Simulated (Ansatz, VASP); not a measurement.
# Al in VASP and in Ansatz

File INCAR:

```
PREC = Accurate ; ENCUT = 520
EDIFF = 1E-6 ; ISMEAR = 0
SIGMA = 0.15 ; LREAL = F
LASPH = T ; NELM = 80
ALGO = Normal ; ISIF = 2
LWAVE = F ; LCHARG = F
GGA = PS ; IVDW = 12
NBANDS = 14
```

KPOINTS

```
regular mesh
0
Gamma
  18 18 6
```

The input POSCAR:

```
Al
1.0
    2.8758185265      0.0000000000      0.0000000000
   -1.4379092632      2.4905319006      0.0000000000
    0.0000000000      0.0000000000      9.0674558139
Al
4
Direct
    0.0000000000      0.0000000000      0.0000000000
    0.3333333333      0.6666666667      0.2500000000
    0.0000000000      0.0000000000      0.5000000000
    0.6666666667      0.3333333333      0.7500000000
```

Input for Ansatz:

```yaml
crystal:
  lattice:
    - [2.8758185265, 0.0, 0.0]
    - [-1.4379092632, 2.4905319006, 0.0]
    - [0.0, 0.0, 9.0674558139]
  atoms:
    - { symbol: Al, position: [0.0, 0.0, 0.0] }
    - { symbol: Al, position: [0.3333333333, 0.6666666667, 0.25] }
    - { symbol: Al, position: [0.0, 0.0, 0.5] }
    - { symbol: Al, position: [0.6666666667, 0.3333333333, 0.75] }
basis:
  ecutwfc: 420
kpoints:
  mp_grid: { grid: [18, 18, 6] }
hamiltonian:
  xc: pbesol
  pseudopotentials: { kind: paw, azcp: { folder: soft_1 } }
  dispersion: d3bj
scf:
  occupations: { method: gaussian, width: 0.15 }
output:
  forces: true
  stress: true
  eigenvalues: true
```

Alike in both runs: task single point; functional PBEsol; dispersion D3(BJ); k mesh 18 × 18 × 6; occupations gaussian, width 0.15 eV; no spin polarisation.

|  | VASP | Ansatz |
| --- | --- | --- |
| version | VASP 6.6.1 | Ansatz 0.2.0 |
| potentials or method | VASP PAW PBE potentials, release 64 (Al), cutoff 520 eV | scalar-relativistic, plane waves, PAW |
| valence electrons in the cell | 12 | 12 |

Ansatz gave:

- gap on the k mesh at the Fermi level (eV): none
- pressure (GPa): -3.1
- traceless stress, the component that is largest in VASP (GPa): 2.13

Q: What did VASP give for the same quantities?

A: gap on the k mesh at the Fermi level (eV): none; pressure (GPa): -3.1; traceless stress, the component that is largest in VASP (GPa): 2.15.

VASP's potentials were made for PBE, not for PBEsol, and Ansatz warns of the same on its side. A gap of «none» marks a metal or a gap that the smearing closes.
